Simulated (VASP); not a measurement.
Write the native input for VASP 6.6.1 that does the following.

- Task: single point
- Functional: LDA
- Potentials or basis: VASP PAW LDA potentials, release 64 (Ba_sv, Hg)
- Cutoff: 520 eV
- k mesh: 7 × 7 × 7
- Occupations: methfessel-paxton, width 0.05 eV
- Spin: no spin polarisation
- Dipole correction: no
- Further INCAR settings: ALGO = Normal; EDIFF = 1e-06; NBANDS = 18

The structure of BaHg lies in POSCAR:

```
BaHg
1.0
    4.0642152835      0.0000000000      0.0000000000
    0.0000000000      4.0642152835      0.0000000000
    0.0000000000      0.0000000000      4.0642152835
Ba Hg
1 1
Direct
    0.0000000000      0.0000000000      0.0000000000
    0.5000000000      0.5000000000      0.5000000000
```

The input as run:

INCAR

```
ALGO = Normal ; EDIFF = 1E-6
ENCUT = 520 ; ISIF = 2
ISMEAR = 1 ; LASPH = True
LCHARG = False ; LREAL = False
LWAVE = False ; NBANDS = 18
NELM = 60 ; PREC = Accurate
SIGMA = 0.05
```

KPOINTS

```
k-points
0
Gamma
  7 7 7
```

Potentials or basis: VASP PAW LDA potentials, release 64 (Ba_sv, Hg).

The run is started by

```sh
$ cat potpaw_LDA.64/Ba_sv/POTCAR potpaw_LDA.64/Hg/POTCAR > POTCAR
$ mpirun -np 1 vasp_std > vasp.out
```

It gave:

| Quantity | Value |
| --- | --- |
| Pressure | -0.3 GPa |
| Band gap on the k mesh | zero (bands 11 and 12 overlap by 2.11 eV) |

Caveat: spin-orbit coupling is left out, which moves the levels of the heavy elements.

Run time: 27 s on 1 thread of AMD EPYC 7R13, on a shared host, peak memory 0.13 GiB.
